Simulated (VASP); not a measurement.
# AlNi3 (Fm-3m) in VASP: notebook

AlNi3 is run at these levels: PBEsol; tasks: single point.

All numbers are computed with VASP 6.6.1; they aren't measurements. Logs are shortened: lines on timing, memory, paths and dates and some standing lists are left out, and cuts for length are marked.

## 1. The cell of the first run

It takes space group Fm-3m (No. 225, cubic). Conventional cell: a = 5.604 Å, b = 5.604 Å, c = 5.604 Å, α = 90.00°, β = 90.00°, γ = 90.00°. Al (site symmetry m-3m) has 14 Ni at 2.43 to 2.80 Å within 3.2 Å. Ni (site symmetry -43m) has 4 Al at 2.43 Å and 10 Ni at 2.43 to 2.80 Å within 3.2 Å. Ni (site symmetry m-3m) has 8 Ni at 2.43 Å and 6 Al at 2.80 Å within 3.2 Å.

## 2. Single point, PBEsol

The input, INCAR:

```
ALGO = Fast
EDIFF = 1E-6
ENCUT = 520
GGA = PS
ISIF = 2
ISMEAR = 1
LASPH = True
LCHARG = False
LREAL = False
LWAVE = False
NBANDS = 24
NELM = 100
PREC = Accurate
SIGMA = 0.02
```

The input, KPOINTS:

```
k-points
0
Gamma
  14 14 14
```

The input, POSCAR:

```
AlNi3
1.0
    0.0000000000      2.8018887551      2.8018887551
    2.8018887551      0.0000000000      2.8018887551
    2.8018887551      2.8018887551      0.0000000000
Al Ni
1 3
Direct
    0.5000000000      0.5000000000      0.5000000000
    0.2500000000      0.2500000000      0.2500000000
    0.0000000000      0.0000000000      0.0000000000
    0.7500000000      0.7500000000      0.7500000000
```

Potentials or basis: VASP PAW PBE potentials, release 64 (Al, Ni).

On the command line:

```bash
> cat potpaw_PBE.64/Al/POTCAR potpaw_PBE.64/Ni/POTCAR > POTCAR
> mpirun -np 1 vasp_std > vasp.out
```

OUTCAR:

```text
EDIFF = 1E-6
   ENCUT = 520
   GGA = PS
   ISIF = 2
   ISMEAR = 1
   LASPH = True
   LREAL = False
   NELM = 100
   PREC = Accurate

 ion  position               nearest neighbor table
   1  0.500  0.500  0.500-   2 2.43   4 2.43   2 2.43   2 2.43   4 2.43   2 2.43   4 2.43   4 2.43
                             3 2.80   3 2.80   3 2.80   3 2.80   3 2.80   3 2.80
   2  0.250  0.250  0.250-   3 2.43   1 2.43   3 2.43   1 2.43   3 2.43   3 2.43   1 2.43   1 2.43
                             4 2.80   4 2.80   4 2.80   4 2.80   4 2.80   4 2.80
   3  0.000  0.000  0.000-   4 2.43   2 2.43   4 2.43   2 2.43   4 2.43   4 2.43   2 2.43   2 2.43
                             1 2.80   1 2.80   1 2.80   1 2.80   1 2.80   1 2.80
   4  0.750  0.750  0.750-   1 2.43   3 2.43   1 2.43   1 2.43   3 2.43   1 2.43   3 2.43   3 2.43
                             2 2.80   2 2.80   2 2.80   2 2.80   2 2.80   2 2.80

  LATTYP: Found a face centered cubic cell.
 ALAT       =     5.6037775102

  Lattice vectors:

 A1 = (   0.0000000000,   2.8018887551,   2.8018887551)
 A2 = (   2.8018887551,   0.0000000000,   2.8018887551)
 A3 = (   2.8018887551,   2.8018887551,   0.0000000000)

Analysis of symmetry for initial positions (statically):
=====================================================================
 Subroutine PRICEL returns:
 Original cell was already a primitive cell.

 Routine SETGRP: Setting up the symmetry group for a
 face centered cubic supercell.

 Subroutine GETGRP returns: Found 48 space group operations
 (whereof 48 operations were pure point group operations)
 out of a pool of 48 trial point group operations.

The static configuration has the point symmetry O_h .

Analysis of symmetry for dynamics (positions and initial velocities):
=====================================================================
 Subroutine PRICEL returns:
 Original cell was already a primitive cell.

 Routine SETGRP: Setting up the symmetry group for a
 face centered cubic supercell.

 Subroutine GETGRP returns: Found 48 space group operations
 (whereof 48 operations were pure point group operations)
 out of a pool of 48 trial point group operations.

The dynamic configuration has the point symmetry O_h .

 Subroutine INISYM returns: Found 48 space group operations
 (whereof 48 operations are pure point group operations),
 and found     1 'primitive' translations

----------------------------------------------------------------------------------------

                                     Primitive cell

  volume of cell :      43.9929

  direct lattice vectors                    reciprocal lattice vectors
     0.000000000  2.801888755  2.801888755    -0.178451053  0.178451053  0.178451053
     2.801888755  0.000000000  2.801888755     0.178451053 -0.178451053  0.178451053
     2.801888755  2.801888755  0.000000000     0.178451053  0.178451053 -0.178451053

  length of vectors
     3.962469078  3.962469078  3.962469078     0.309086291  0.309086291  0.309086291

  position of ions in fractional coordinates (direct lattice)
     0.500000000  0.500000000  0.500000000
     0.250000000  0.250000000  0.250000000
     0.000000000  0.000000000  0.000000000
     0.750000000  0.750000000  0.750000000

  ion indices of the primitive-cell ions
   primitive index   ion index
                 1           1
                 2           2
                 3           3
                 4           4

----------------------------------------------------------------------------------------

 KPOINTS: k-points

Automatic generation of k-mesh.
 Grid dimensions read from file:
 generate k-points for:   14   14   14

 Generating k-lattice:

  Cartesian coordinates                     Fractional coordinates (reciprocal lattice)
    -0.012746504  0.012746504  0.012746504     0.071428571  0.000000000  0.000000000
     0.012746504 -0.012746504  0.012746504     0.000000000  0.071428571  0.000000000
     0.012746504  0.012746504 -0.012746504     0.000000000  0.000000000  0.071428571

  Length of vectors
     0.022077592  0.022077592  0.022077592

  Shift w.r.t. Gamma in fractional coordinates (k-lattice)
     0.000000000  0.000000000  0.000000000

 Subroutine IBZKPT returns following result:
 ===========================================

 Found    104 irreducible k-points:

 Following reciprocal coordinates:
            Coordinates               Weight
  0.000000  0.000000  0.000000      1.000000
  0.071429  0.000000  0.000000      8.000000
  0.142857  0.000000  0.000000      8.000000
  0.214286  0.000000  0.000000      8.000000
  0.285714  0.000000  0.000000      8.000000
  0.357143  0.000000  0.000000      8.000000
[... 16 lines left out ...]
  0.214286  0.142857  0.000000     24.000000
  0.285714  0.142857  0.000000     24.000000
 [... further k-points ...]
   k-points           NKPTS =    104   k-points in BZ     NKDIM =    104   number of bands    NBANDS=     24
   number of dos      NEDOS =    301   number of ions     NIONS =      4
   total plane-waves  NPLWV =  27000
   dimension x,y,z NGX =    30 NGY =   30 NGZ =   30
   dimension x,y,z NGXF=    60 NGYF=   60 NGZF=   60
   ions per type =               1   3
   NGX,Y,Z   is equivalent  to a cutoff of  12.59, 12.59, 12.59 a.u.
   NGXF,Y,Z  is equivalent  to a cutoff of  25.17, 25.17, 25.17 a.u.
 SYSTEM =  unknown system
   PREC   = accura    normal or accurate (medium, high low for compatibility)
   ISTART =      0    job   : 0-new  1-cont  2-samecut
   ICHARG =      2    charge: 1-file 2-atom 10-const
   ISPIN  =      1    spin polarized calculation?
   LNONCOLLINEAR =      F non collinear calculations
   LSORBIT =      F    spin-orbit coupling
   LASPH  =      T    aspherical Exc in radial PAW
   ENCUT  =  520.0 eV  38.22 Ry    6.18 a.u.   7.37  7.37  7.37*2*pi/ulx,y,z
   NELM   =    100;   NELMIN=  2; NELMDL= -5     # of ELM steps
   EDIFF  = 0.1E-05   stopping-criterion for ELM
   LREAL  =      F    real-space projection
   EDIFFG = 0.1E-04   stopping-criterion for IOM
   NSW    =      0    number of steps for IOM
   IBRION =     -1    ionic relax: 0-MD 1-quasi-New 2-CG
   NFREE  =      0    steps in history (QN), initial steepest desc. (CG)
   ISIF   =      2    stress and relaxation
   ISYM   =      2    0-nonsym 1-usesym 2-fastsym
   POTIM  = 0.5000    time-step for ionic-motion
   TEBEG  =    0.0;   TEEND  =   0.0 temperature during run
   PSTRESS=    0.0 pullay stress
   NELECT =      33.0000    total number of electrons
   NUPDOWN=      -1.0000    fix difference up-down
   EMIN   =  10.00;   EMAX   =-10.00  energy-range for DOS
   EFERMI =   0.00;   METHOD = LEGACY
   ISMEAR =     1;   SIGMA  =   0.02  broadening in eV -4-tet -1-fermi 0-gaus
   EFERMI_NEDOS =   21; number of points for ismear=-14 and -15
   IALGO  =     68    algorithm
   IMIX   =      4    mixing-type and parameters
     AMIX     =   0.40;   BMIX     =  1.00
     AMIX_MAG =   1.60;   BMIX_MAG =  1.00
  volume/ion in A,a.u.               =      11.00        74.22
  Fermi-wavevector in a.u.,A,eV,Ry     =   1.487483  2.810935 30.104316  2.212605
  Thomas-Fermi vector in A             =   2.600638
   LORBIT       =      0    0 simple, 1 ext, 2 COOP (PROOUT), +10 PAW based schemes
   GGA     = PS    functional components
   LHFCALC =     F    Hartree Fock is set to
   AEXX    =    0.0000 exact exchange contribution
   IVDW    =     0    specifies the selected vdW correction
   LEPSILON=     F    determine dielectric tensor
   LRPA    =     F    only Hartree local field effects (RPA)
 non-spin polarized calculation
 RMM-DIIS sequential band-by-band and
 Methfessel and Paxton  Order N= 1 SIGMA  =   0.02
  energy-cutoff  :      520.00
  volume of cell :       43.99
 maximum number of plane-waves:      1243
 NGX is ok and might be reduce to    30
   NGX = 15   NGY = 15   NGZ = 15

 number of electron      33.0000016 magnetization

 Free energy of the ion-electron system (eV)
  ---------------------------------------------------
  ext. energy  EPLUGINS =         0.00000000
  ---------------------------------------------------
  free energy    TOTEN  =       -24.07040906 eV

  energy without entropy =      -24.07034721  energy(sigma->0) =      -24.07038844

 E-fermi :   9.8133     XC(G=0): -12.9630

 val. band max:        9.7994504317   @ k =  -0.2857   0.5000   0.2143
 cond. band min:       9.8192672881   @ k =  -0.4286   0.4286   0.0714
 fundamental gap:      0.0198168564
 Fermi energy:         9.8133304160

 k-point     1 :       0.0000    0.0000    0.0000
  band No.  band energies     occupation
      1      -0.4039      2.00000
      2       6.1951      2.00000
      3       6.1951      2.00000
      4       6.3198      2.00000
      5       6.3198      2.00000
      6       6.3198      2.00000
[... 16 lines left out ...]
     23      16.9842      0.00000
     24      18.5011      0.00000

 k-point     2 :       0.0714    0.0000    0.0000
  band No.  band energies     occupation
      1      -0.3278      2.00000
      2       6.1580      2.00000
      3       6.1580      2.00000
      4       6.2783      2.00000
      5       6.3978      2.00000
      6       6.3978      2.00000
[... 16 lines left out ...]
     23      17.3576      0.00000
     24      18.3044      0.00000

 k-point     3 :       0.1429    0.0000    0.0000
  band No.  band energies     occupation
      1      -0.1011      2.00000
      2       6.1278      2.00000
      3       6.1278      2.00000
      4       6.1526      2.00000
      5       6.5455      2.00000
      6       6.5455      2.00000
[... 16 lines left out ...]
     23      17.7924      0.00000
     24      18.1219      0.00000

 k-point     4 :       0.2143    0.0000    0.0000
  band No.  band energies     occupation
      1       0.2717      2.00000
      2       5.9090      2.00000
      3       6.1334      2.00000
      4       6.1334      2.00000
      5       6.7166      2.00000
      6       6.7166      2.00000
[... 16 lines left out ...]
     23      17.9373      0.00000
     24      18.5040      0.00000

 k-point     5 :       0.2857    0.0000    0.0000
  band No.  band energies     occupation
      1       0.7819      2.00000
      2       5.4555      2.00000
      3       6.1696      2.00000
      4       6.1696      2.00000
      5       6.8844      2.00000
      6       6.8844      2.00000
[... 16 lines left out ...]
     23      17.9488      0.00000
     24      19.3058      0.00000

 k-point     6 :       0.3571    0.0000    0.0000
  band No.  band energies     occupation
      1       1.4153      2.00000
      2       4.7637      2.00000
      3       6.2212      2.00000
      4       6.2212      2.00000
      5       6.9888      2.00000
      6       7.0160      2.00000
[... 16 lines left out ...]
     23      17.9276      0.00000
     24      20.2890      0.00000
[... 379 lines left out ...]
 k-point    21 :      -0.0714    0.0714    0.0000
  band No.  band energies     occupation
      1      -0.2016      2.00000
      2       6.0917      2.00000
      3       6.1084      2.00000
      4       6.3507      2.00000
      5       6.3918      2.00000
      6       6.5136      2.00000
[... 16 lines left out ...]
     23      17.4808      0.00000
     24      17.5839      0.00000

 k-point    22 :       0.1429    0.1429    0.0000
  band No.  band energies     occupation
      1      -0.0009      2.00000
      2       5.8077      2.00000
      3       6.3431      2.00000
      4       6.4649      2.00000
      5       6.4649      2.00000
      6       6.4879      2.00000
[... 16 lines left out ...]
     23      17.2573      0.00000
     24      18.9030      0.00000

 k-point    23 :       0.2143    0.1429    0.0000
  band No.  band energies     occupation
      1       0.2718      2.00000
      2       5.6661      2.00000
      3       6.3773      2.00000
      4       6.4081      2.00000
      5       6.5992      2.00000
      6       6.6444      2.00000
[... 16 lines left out ...]
     23      17.5578      0.00000
     24      19.4205      0.00000

 k-point    24 :       0.2857    0.1429    0.0000
  band No.  band energies     occupation
      1       0.6857      2.00000
      2       5.4985      2.00000
      3       6.2871      2.00000
      4       6.4049      2.00000
      5       6.7613      2.00000
      6       6.7670      2.00000
[... 16 lines left out ...]
     23      17.5364      0.00000
     24      19.5358      0.00000

 [... further k-points ...]

------------------------ aborting loop because EDIFF is reached ----------------------------------------

  FORCE on cell =-STRESS in cart. coord.  units (eV):
  Direction    XX          YY          ZZ          XY          YZ          ZX
  --------------------------------------------------------------------------------------
  -------------------------------------------------------------------------------------
  Total       -0.1939505     -0.1939505     -0.1939505      0.0000000      0.0000000      0.0000000
  in kB       -7.0634833     -7.0634833     -7.0634833      0.0000000      0.0000000      0.0000000
  external PRESSURE =      -7.0634833 kB  Pullay stress =       0.0000000 kB

 VOLUME and BASIS-vectors are now :
 -----------------------------------------------------------------------------
  energy-cutoff  :      520.00
  volume of cell :       43.99
      direct lattice vectors                 reciprocal lattice vectors
     0.000000000  2.801888755  2.801888755    -0.178451053  0.178451053  0.178451053
     2.801888755  0.000000000  2.801888755     0.178451053 -0.178451053  0.178451053
     2.801888755  2.801888755  0.000000000     0.178451053  0.178451053 -0.178451053

 POSITION                                       TOTAL-FORCE (eV/Angst)
 -----------------------------------------------------------------------------------
      2.80189      2.80189      2.80189         0.000000     -0.000000      0.000000
      1.40094      1.40094      1.40094        -0.000000     -0.000000     -0.000000
      0.00000      0.00000      0.00000         0.000000     -0.000000      0.000000
      4.20283      4.20283      4.20283         0.000000      0.000000      0.000000
 -----------------------------------------------------------------------------------
    total drift:                                0.000000     -0.000000      0.000000

  FREE ENERGIE OF THE ION-ELECTRON SYSTEM (eV)
  ---------------------------------------------------
  free  energy   TOTEN  =       -24.0704090606 eV

  energy  without entropy=      -24.0703472061  energy(sigma->0) =      -24.07038844
```

Run time: 60 s. Hardware: 1 thread of AMD EPYC 9R45 (Zen 5), shared host; peak memory 0.2 GiB.

What came out:

```yaml
Free_energy: -24.0704 eV
Pressure: -0.7 GPa
Band_gap_on_the_k_mesh: zero (an odd number of electrons rules out a gap without spin polarisation)
```

Caveat: the PAW data sets were made with another functional, which shifts forces and pressure a little. Spin polarisation is off, so any magnetic state and its effect on volume and gap are missing.

[end of part 1 of 2]

The gap in the log of VASP goes by the Fermi energy; the results here count the filled bands.